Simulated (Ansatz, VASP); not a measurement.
## One calculation of Ga4SeS3, two programs

```
CELL_PARAMETERS angstrom
7.23843 0.00000 0.00000
-1.80961 3.13433 0.00000
0.00000 0.00000 15.64793
ATOMIC_POSITIONS crystal
Ga 0.16667 0.66667 0.17000
Ga 0.66667 0.66667 0.17000
Ga 0.33333 0.33333 0.67000
Ga 0.83333 0.33333 0.67000
Ga 0.16667 0.66667 0.33000
Ga 0.66667 0.66667 0.33000
Ga 0.33333 0.33333 0.83000
Ga 0.83333 0.33333 0.83000
Se 0.16667 0.66667 0.60000
Se 0.33333 0.33333 0.10000
S 0.66667 0.66667 0.60000
S 0.83333 0.33333 0.10000
S 0.16667 0.66667 0.90000
S 0.66667 0.66667 0.90000
S 0.33333 0.33333 0.40000
S 0.83333 0.33333 0.40000
```

Alike in both runs: task single point; functional PBE; dispersion D3(BJ); k mesh 6 × 6 × 2; occupations gaussian, width 0.1 eV; no spin polarisation.

|  | VASP | Ansatz |
| --- | --- | --- |
| version | VASP 6.6.1 | Ansatz 0.2.0 |
| potentials or method | VASP PAW PBE potentials, release 64 (Ga_d, Se, S), cutoff 520 eV | scalar-relativistic, plane waves, PAW |
| valence electrons in the cell | 152 | 172 |

```csv
,VASP,Ansatz,Ansatz less VASP
gap on the k mesh at the Fermi level (eV),1.44,1.44,-0.006
least direct gap on the mesh (eV),1.44,1.44,-0.006
pressure (GPa),0.8,0.8,-0.03
rms of the force components (eV/Å),0.480,0.470,-0.0100
```

VASP's potentials hold 152 valence electrons a cell and Ansatz's 172, so a difference there can come from the potentials and not from the codes.
